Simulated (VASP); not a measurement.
# SrB (Fm-3m) in VASP: further runs

Runs on SrB. Level: r2SCAN. Tasks: single point.

Everything below comes from runs of VASP 6.6.1. Logs are shortened: lines on timing, memory, paths and dates and some standing lists are left out, and cuts for length are marked.

### Step 1. The cell of the first run

It takes space group Fm-3m (No. 225, cubic). Conventional cell: a = 6.024 Å, b = 6.024 Å, c = 6.024 Å, α = 90.00°, β = 90.00°, γ = 90.00°. Sr (site symmetry m-3m) has 6 B at 3.01 Å within 4.0 Å. B (site symmetry m-3m) has 6 Sr at 3.01 Å within 4.0 Å.

### Step 2. Single point, r2SCAN (volume scaled by 1.020)

Contents of POSCAR:

```
SrB
1.0
    0.0000000000      3.0119222528      3.0119222528
    3.0119222528      0.0000000000      3.0119222528
    3.0119222528      3.0119222528      0.0000000000
Sr B
1 1
Direct
    0.5000000000      0.5000000000      0.5000000000
    0.0000000000      0.0000000000      0.0000000000
```

Contents of INCAR.step1:

```
PREC     = Accurate       # precision mode
ENCUT    = 520            # plane-wave cutoff, eV
ISMEAR   = 0              # smearing method
SIGMA    = 0.05           # smearing width, eV
LREAL    = F              # projectors in reciprocal space
LASPH    = T              # aspherical terms in the spheres
NELM     = 100            # most SCF steps
NBANDS   = 14             # bands
GGA      = PE             # functional
ALGO     = Normal         # electronic algorithm
EDIFF    = 1E-4           # SCF threshold, eV
LWAVE    = T              # write WAVECAR
LCHARG   = F              # write CHGCAR
```

Contents of INCAR.step2:

```
PREC     = Accurate       # precision mode
ENCUT    = 520            # plane-wave cutoff, eV
EDIFF    = 1E-6           # SCF threshold, eV
ISMEAR   = 0              # smearing method
SIGMA    = 0.05           # smearing width, eV
LREAL    = F              # projectors in reciprocal space
LASPH    = T              # aspherical terms in the spheres
NELM     = 100            # most SCF steps
ALGO     = Normal         # electronic algorithm
ISIF     = 2              # what is computed and relaxed
LWAVE    = F              # write WAVECAR
LCHARG   = T              # write CHGCAR
METAGGA  = R2SCAN         # meta-GGA
LMIXTAU  = T            
LELF     = T              # ELF
LVHAR    = T            
NBANDS   = 14             # bands
ISTART   = 1
```

Contents of KPOINTS:

```
regular mesh
0
Gamma
  10 10 10
```

Potentials or basis: VASP PAW PBE potentials, release 64 (Sr_sv, B).

Launch:

```bash
$ cat potpaw_PBE.64/Sr_sv/POTCAR potpaw_PBE.64/B/POTCAR > POTCAR
$ cp INCAR.step1 INCAR
$ mpirun -np 1 vasp_std > vasp.out
$ cp INCAR.step2 INCAR
$ mpirun -np 1 vasp_std > vasp.out
```

OUTCAR:

```text
PREC = Accurate
   ENCUT = 520
   EDIFF = 1E-6
   ISMEAR = 0
   LREAL = F
   LASPH = T
   NELM = 100
   ISIF = 2
   METAGGA = R2SCAN
   ISTART = 1

 ion  position               nearest neighbor table
   1  0.500  0.500  0.500-   2 3.01   2 3.01   2 3.01   2 3.01   2 3.01   2 3.01
   2  0.000  0.000  0.000-   1 3.01   1 3.01   1 3.01   1 3.01   1 3.01   1 3.01

  LATTYP: Found a face centered cubic cell.
 ALAT       =     6.0238445056

  Lattice vectors:

 A1 = (   0.0000000000,   3.0119222528,   3.0119222528)
 A2 = (   3.0119222528,   0.0000000000,   3.0119222528)
 A3 = (   3.0119222528,   3.0119222528,   0.0000000000)

Analysis of symmetry for initial positions (statically):
=====================================================================
 Subroutine PRICEL returns:
 Original cell was already a primitive cell.

 Routine SETGRP: Setting up the symmetry group for a
 face centered cubic supercell.

 Subroutine GETGRP returns: Found 48 space group operations
 (whereof 48 operations were pure point group operations)
 out of a pool of 48 trial point group operations.

The static configuration has the point symmetry O_h .

Analysis of symmetry for dynamics (positions and initial velocities):
=====================================================================
 Subroutine PRICEL returns:
 Original cell was already a primitive cell.

 Routine SETGRP: Setting up the symmetry group for a
 face centered cubic supercell.

 Subroutine GETGRP returns: Found 48 space group operations
 (whereof 48 operations were pure point group operations)
 out of a pool of 48 trial point group operations.

The dynamic configuration has the point symmetry O_h .

 Subroutine INISYM returns: Found 48 space group operations
 (whereof 48 operations are pure point group operations),
 and found     1 'primitive' translations

----------------------------------------------------------------------------------------

                                     Primitive cell

  volume of cell :      54.6464

  direct lattice vectors                    reciprocal lattice vectors
     0.000000000  3.011922253  3.011922253    -0.166006941  0.166006941  0.166006941
     3.011922253  0.000000000  3.011922253     0.166006941 -0.166006941  0.166006941
     3.011922253  3.011922253  0.000000000     0.166006941  0.166006941 -0.166006941

  length of vectors
     4.259501299  4.259501299  4.259501299     0.287532456  0.287532456  0.287532456

  position of ions in fractional coordinates (direct lattice)
     0.500000000  0.500000000  0.500000000
     0.000000000  0.000000000  0.000000000

  ion indices of the primitive-cell ions
   primitive index   ion index
                 1           1
                 2           2

----------------------------------------------------------------------------------------

 KPOINTS: regular mesh

Automatic generation of k-mesh.
 Grid dimensions read from file:
 generate k-points for:   10   10   10

 Generating k-lattice:

  Cartesian coordinates                     Fractional coordinates (reciprocal lattice)
    -0.016600694  0.016600694  0.016600694     0.100000000  0.000000000  0.000000000
     0.016600694 -0.016600694  0.016600694     0.000000000  0.100000000  0.000000000
     0.016600694  0.016600694 -0.016600694     0.000000000  0.000000000  0.100000000

  Length of vectors
     0.028753246  0.028753246  0.028753246

  Shift w.r.t. Gamma in fractional coordinates (k-lattice)
     0.000000000  0.000000000  0.000000000

 Subroutine IBZKPT returns following result:
 ===========================================

 Found     47 irreducible k-points:

 Following reciprocal coordinates:
            Coordinates               Weight
  0.000000  0.000000  0.000000      1.000000
  0.100000  0.000000  0.000000      8.000000
  0.200000  0.000000  0.000000      8.000000
  0.300000  0.000000  0.000000      8.000000
  0.400000  0.000000  0.000000      8.000000
  0.500000  0.000000  0.000000      4.000000
[... 16 lines left out ...]
  0.300000  0.300000  0.000000      6.000000
  0.400000  0.300000  0.000000     24.000000
 [... further k-points ...]
   k-points           NKPTS =     47   k-points in BZ     NKDIM =     47   number of bands    NBANDS=     14
   number of dos      NEDOS =    301   number of ions     NIONS =      2
   total plane-waves  NPLWV =  32768
   dimension x,y,z NGX =    32 NGY =   32 NGZ =   32
   dimension x,y,z NGXF=    64 NGYF=   64 NGZF=   64
   ions per type =               1   1
   NGX,Y,Z   is equivalent  to a cutoff of  12.49, 12.49, 12.49 a.u.
   NGXF,Y,Z  is equivalent  to a cutoff of  24.98, 24.98, 24.98 a.u.
 SYSTEM =  unknown system
   PREC   = accura    normal or accurate (medium, high low for compatibility)
   ISTART =      1    job   : 0-new  1-cont  2-samecut
   ICHARG =      0    charge: 1-file 2-atom 10-const
   ISPIN  =      1    spin polarized calculation?
   LNONCOLLINEAR =      F non collinear calculations
   LSORBIT =      F    spin-orbit coupling
   LASPH  =      T    aspherical Exc in radial PAW
   ENCUT  =  520.0 eV  38.22 Ry    6.18 a.u.   7.92  7.92  7.92*2*pi/ulx,y,z
   NELM   =    100;   NELMIN=  2; NELMDL=  0     # of ELM steps
   EDIFF  = 0.1E-05   stopping-criterion for ELM
   LREAL  =      F    real-space projection
   EDIFFG = 0.1E-04   stopping-criterion for IOM
   NSW    =      0    number of steps for IOM
   IBRION =     -1    ionic relax: 0-MD 1-quasi-New 2-CG
   NFREE  =      0    steps in history (QN), initial steepest desc. (CG)
   ISIF   =      2    stress and relaxation
   ISYM   =      2    0-nonsym 1-usesym 2-fastsym
   POTIM  = 0.5000    time-step for ionic-motion
   TEBEG  =    0.0;   TEEND  =   0.0 temperature during run
   PSTRESS=    0.0 pullay stress
   NELECT =      13.0000    total number of electrons
   NUPDOWN=      -1.0000    fix difference up-down
   EMIN   =  10.00;   EMAX   =-10.00  energy-range for DOS
   EFERMI =   0.00;   METHOD = LEGACY
   ISMEAR =     0;   SIGMA  =   0.05  broadening in eV -4-tet -1-fermi 0-gaus
   EFERMI_NEDOS =   21; number of points for ismear=-14 and -15
   IALGO  =     38    algorithm
   IMIX   =      4    mixing-type and parameters
     AMIX     =   0.40;   BMIX     =  1.00
     AMIX_MAG =   1.60;   BMIX_MAG =  1.00
  volume/ion in A,a.u.               =      27.32       184.39
  Fermi-wavevector in a.u.,A,eV,Ry     =   1.014384  1.916907 14.000041  1.028974
  Thomas-Fermi vector in A             =   2.147608
   LORBIT       =      0    0 simple, 1 ext, 2 COOP (PROOUT), +10 PAW based schemes
   METAGGA = R2SCAN    functional components
   LHFCALC =     F    Hartree Fock is set to
   AEXX    =    0.0000 exact exchange contribution
   IVDW    =     0    specifies the selected vdW correction
   LEPSILON=     F    determine dielectric tensor
   LRPA    =     F    only Hartree local field effects (RPA)
 non-spin polarized calculation
 Gauss-broadening in eV      SIGMA  =   0.05
  energy-cutoff  :      520.00
  volume of cell :       54.65
 maximum number of plane-waves:      1488
   NGX = 15   NGY = 15   NGZ = 15

 number of electron      13.0000000 magnetization

 Free energy of the ion-electron system (eV)
  ---------------------------------------------------
  ext. energy  EPLUGINS =         0.00000000
  ---------------------------------------------------
  free energy    TOTEN  =       -20.08061035 eV

  energy without entropy =      -20.07654416  energy(sigma->0) =      -20.07857726

 E-fermi :   1.5818     XC(G=0):  -8.9752

 val. band max:        1.5745497654   @ k =   0.5000   0.3000   0.1000
 cond. band min:       1.5904206445   @ k =  -0.4000   0.1000   0.0000
 fundamental gap:      0.0158708791
 Fermi energy:         1.5817616155

 k-point     1 :       0.0000    0.0000    0.0000
  band No.  band energies     occupation
      1     -34.5757      2.00000
      2     -15.8956      2.00000
      3     -15.8956      2.00000
      4     -15.8956      2.00000
      5      -5.4935      2.00000
      6       3.2500      0.00000
      7       3.2500      0.00000
      8       3.2500      0.00000
      9       5.4363      0.00000
     10       5.4363      0.00000
     11       5.4363      0.00000
     12       6.7292      0.00000
     13       6.7292      0.00000
     14       6.7730      0.00000

 k-point     2 :       0.1000    0.0000    0.0000
  band No.  band energies     occupation
      1     -34.5741      2.00000
      2     -15.9221      2.00000
      3     -15.8979      2.00000
      4     -15.8979      2.00000
      5      -5.3738      2.00000
      6       2.7032      0.00000
      7       2.9868      0.00000
      8       2.9868      0.00000
      9       5.5153      0.00000
     10       5.6258      0.00000
     11       5.6258      0.00000
     12       7.1091      0.00000
     13       7.1091      0.00000
     14       7.1671      0.00000

 k-point     3 :       0.2000    0.0000    0.0000
  band No.  band energies     occupation
      1     -34.5697      2.00000
      2     -15.9905      2.00000
      3     -15.9040      2.00000
      4     -15.9040      2.00000
      5      -5.0389      2.00000
      6       1.6469      0.06552
      7       2.4728      0.00000
      8       2.4728      0.00000
      9       5.6176      0.00000
     10       6.0999      0.00000
     11       6.0999      0.00000
     12       8.0066      0.00000
     13       8.0328      0.00000
     14       8.0328      0.00000
[... 324 lines left out ...]
 k-point    23 :       0.3000    0.3000    0.0000
  band No.  band energies     occupation
      1     -34.5607      2.00000
      2     -16.0511      2.00000
      3     -15.9526      2.00000
      4     -15.9526      2.00000
      5      -4.5680      2.00000
      6       0.6626      2.00000
      7       2.5214      0.00000
      8       2.5214      0.00000
      9       3.7742      0.00000
     10       7.4371      0.00000
     11       7.8509      0.00000
     12       8.1269      0.00000
     13       8.1269      0.00000
     14      11.0517      0.00000

 k-point    24 :       0.4000    0.3000    0.0000
  band No.  band energies     occupation
      1     -34.5573      2.00000
      2     -16.0832      2.00000
      3     -15.9696      2.00000
      4     -15.9617      2.00000
      5      -4.3915      2.00000
      6       0.5658      2.00000
      7       2.0932      0.00000
      8       2.3736      0.00000
      9       3.9650      0.00000
     10       7.8505      0.00000
     11       8.3599      0.00000
     12       8.4617      0.00000
     13       8.4996      0.00000
     14      10.5964      0.00000

 [... further k-points ...]

------------------------ aborting loop because EDIFF is reached ----------------------------------------

  FORCE on cell =-STRESS in cart. coord.  units (eV):
  Direction    XX          YY          ZZ          XY          YZ          ZX
  --------------------------------------------------------------------------------------
  -------------------------------------------------------------------------------------
  Total       -0.2278154     -0.2278154     -0.2278154     -0.0000000     -0.0000000     -0.0000000
  in kB       -6.6793218     -6.6793218     -6.6793218     -0.0000000     -0.0000000     -0.0000000
  external PRESSURE =      -6.6793218 kB  Pullay stress =       0.0000000 kB

 VOLUME and BASIS-vectors are now :
 -----------------------------------------------------------------------------
  energy-cutoff  :      520.00
  volume of cell :       54.65
      direct lattice vectors                 reciprocal lattice vectors
     0.000000000  3.011922253  3.011922253    -0.166006941  0.166006941  0.166006941
     3.011922253  0.000000000  3.011922253     0.166006941 -0.166006941  0.166006941
     3.011922253  3.011922253  0.000000000     0.166006941  0.166006941 -0.166006941

 POSITION                                       TOTAL-FORCE (eV/Angst)
 -----------------------------------------------------------------------------------
      3.01192      3.01192      3.01192         0.000000      0.000000      0.000000
      0.00000      0.00000      0.00000         0.000000      0.000000      0.000000
 -----------------------------------------------------------------------------------
    total drift:                               -0.000000     -0.000000      0.000000

  FREE ENERGIE OF THE ION-ELECTRON SYSTEM (eV)
  ---------------------------------------------------
  free  energy   TOTEN  =       -20.0806103508 eV

  energy  without entropy=      -20.0765441607  energy(sigma->0) =      -20.07857726
```

It took 41 s on 1 thread of Intel Xeon 6975P-C (Granite Rapids), shared host; peak memory 0.21 GiB.

Results:

| Item | Value |
| --- | --- |
| Free energy | -20.0806 eV |
| Pressure | -0.7 GPa |

Levels at points of the mesh, in eV from the Fermi level:
| k point | band 2 | band 3 | band 4 | band 5 | band 6 | band 7 | band 8 | band 9 | band 10 | band 11 |
| --- | --- | --- | --- | --- | --- | --- | --- | --- | --- | --- |
| (0.00, 0.00, 0.00) | -17.48 | -17.48 | -17.48 | -7.08 | 1.67 | 1.67 | 1.67 | 3.85 | 3.85 | 3.85 |
| (0.50, 0.00, 0.00) | -17.74 | -17.50 | -17.50 | -5.44 | -2.16 | 0.01 | 0.01 | 5.36 | 6.13 | 6.34 |
| (0.50, 0.50, 0.00) | -17.70 | -17.56 | -17.56 | -5.94 | -0.81 | 0.88 | 0.88 | 1.64 | 6.32 | 6.94 |

Caveat: the PAW data sets were made with another functional, which shifts forces and pressure a little.

### Step 3. Single point, r2SCAN (volume scaled by 1.040)

Contents of POSCAR:

```
SrB
1.0
    0.0000000000      3.0314807375      3.0314807375
    3.0314807375      0.0000000000      3.0314807375
    3.0314807375      3.0314807375      0.0000000000
Sr B
1 1
Direct
    0.5000000000      0.5000000000      0.5000000000
    0.0000000000      0.0000000000      0.0000000000
```

Contents of INCAR.step1:

```
SYSTEM = SrB
PREC = Accurate
ENCUT = 520
ISMEAR = 0
SIGMA = 0.05
LREAL = .False.
LASPH = .True.
NELM = 60
NBANDS = 14
GGA = PE
ALGO = Normal
EDIFF = 1E-4
LWAVE = .True.
LCHARG = .False.
```

Contents of INCAR.step2:

```
SYSTEM = SrB
PREC = Accurate
ENCUT = 520
EDIFF = 1E-6
ISMEAR = 0
SIGMA = 0.05
LREAL = .False.
LASPH = .True.
NELM = 60
ALGO = Normal
ISIF = 2
LWAVE = .False.
LCHARG = .False.
METAGGA = R2SCAN
LMIXTAU = .True.
NBANDS = 14
ISTART = 1
```

Contents of KPOINTS:

```
regular mesh
0
Gamma
  10 10 10
  0 0 0
```

Potentials or basis: VASP PAW PBE potentials, release 64 (Sr_sv, B).

Launch:

```bash
$ cat potpaw_PBE.64/Sr_sv/POTCAR potpaw_PBE.64/B/POTCAR > POTCAR
$ cp INCAR.step1 INCAR
$ mpirun -np 1 vasp_std > vasp.out
$ cp INCAR.step2 INCAR
$ mpirun -np 1 vasp_std > vasp.out
```

Wall time 41 s (1 thread of Intel Xeon 6975P-C (Granite Rapids), shared host); peak memory 0.21 GiB.

It converged, with:

```yaml
Free_energy: -20.0741 eV
Pressure: -1.3 GPa
```

Levels at points of the mesh, in eV from the Fermi level:
```csv
k point,band 3,band 4,band 5,band 6,band 7,band 8,band 9,band 10
"(0.00, 0.00, 0.00)",-17.54,-17.54,-7.04,1.64,1.64,1.64,3.83,3.83
"(0.50, 0.00, 0.00)",-17.57,-17.57,-5.46,-2.13,0.02,0.02,5.27,6.04
"(0.50, 0.50, 0.00)",-17.63,-17.63,-5.92,-0.83,0.85,0.85,1.65,6.24
```

Caveat: the PAW data sets were made with another functional, which shifts forces and pressure a little.

### Step 4. Single point, r2SCAN (volume scaled by 1.070)

Contents of POSCAR:

```
SrB
1.0
    0.0000000000      3.0603537204      3.0603537204
    3.0603537204      0.0000000000      3.0603537204
    3.0603537204      3.0603537204      0.0000000000
Sr B
1 1
Direct
    0.5000000000      0.5000000000      0.5000000000
    0.0000000000      0.0000000000      0.0000000000
```

Contents of INCAR.step1:

```
SYSTEM = SrB
PREC     = Accurate       ! precision mode
ENCUT    = 520            ! plane-wave cutoff, eV
ISMEAR   = 0              ! smearing method
SIGMA    = 0.05           ! smearing width, eV
LREAL    = .FALSE.        ! projectors in reciprocal space
LASPH    = .TRUE.         ! aspherical terms in the spheres
NELM     = 100            ! most SCF steps
NBANDS   = 14             ! bands
GGA      = PE             ! functional
ALGO     = Normal         ! electronic algorithm
EDIFF    = 1E-4           ! SCF threshold, eV
LWAVE    = .TRUE.         ! write WAVECAR
LCHARG   = .FALSE.        ! write CHGCAR
```

Contents of INCAR.step2:

```
SYSTEM = SrB
PREC     = Accurate       ! precision mode
ENCUT    = 520            ! plane-wave cutoff, eV
EDIFF    = 1E-6           ! SCF threshold, eV
ISMEAR   = 0              ! smearing method
SIGMA    = 0.05           ! smearing width, eV
LREAL    = .FALSE.        ! projectors in reciprocal space
LASPH    = .TRUE.         ! aspherical terms in the spheres
NELM     = 100            ! most SCF steps
ALGO     = Normal         ! electronic algorithm
ISIF     = 2              ! what is computed and relaxed
LWAVE    = .FALSE.        ! write WAVECAR
LCHARG   = .FALSE.        ! write CHGCAR
METAGGA  = R2SCAN         ! meta-GGA
LMIXTAU  = .TRUE.       
NBANDS   = 14             ! bands
ISTART   = 1
```

Contents of KPOINTS:

```
Automatic mesh
0
G
  10 10 10
  0 0 0
```

Launch:

```bash
$ cat potpaw_PBE.64/Sr_sv/POTCAR potpaw_PBE.64/B/POTCAR > POTCAR
$ cp INCAR.step1 INCAR
$ mpirun -np 1 vasp_std > vasp.out
$ cp INCAR.step2 INCAR
$ mpirun -np 1 vasp_std > vasp.out
```

Run time: 41 s. Hardware: 1 thread of Intel Xeon 6975P-C (Granite Rapids), shared host; peak memory 0.2 GiB.

It converged, with:

```
Free energy : -20.0566 eV
Pressure    : -2.2 GPa
```

Levels at points of the mesh, in eV from the Fermi level:
```csv
k point,band 2,band 3,band 4,band 5,band 6,band 7,band 8,band 9,band 10,band 11
"(0.00, 0.00, 0.00)",-17.64,-17.64,-17.64,-6.99,1.60,1.60,1.60,3.79,3.79,3.79
"(0.50, 0.00, 0.00)",-17.87,-17.67,-17.67,-5.48,-2.09,0.04,0.04,5.15,5.92,6.14
"(0.50, 0.50, 0.00)",-17.83,-17.72,-17.72,-5.89,-0.85,0.81,0.81,1.66,6.13,6.54
```

Caveat: the PAW data sets were made with another functional, which shifts forces and pressure a little.

### Step 5. Summary

| cell | gap on the mesh (eV) | pressure (GPa) |
| --- | --- | --- |
| a = 4.260 Å, angles 60.0°, 2 atoms | none | -0.7 |
| a = 4.287 Å, angles 60.0°, 2 atoms | none | -1.3 |
| a = 4.328 Å, angles 60.0°, 2 atoms | none | -2.2 |

Alike in all rows: task single point; level r2SCAN; potentials or basis VASP PAW PBE potentials, release 64 (Sr_sv, B); no spin polarisation; k mesh 10 × 10 × 10; cutoff (eV) 520; smearing gaussian 0.05 eV.

Caveats: the PAW data sets were made with another functional, which shifts forces and pressure a little.

Absolute energies hang on the potentials; compare differences alone.
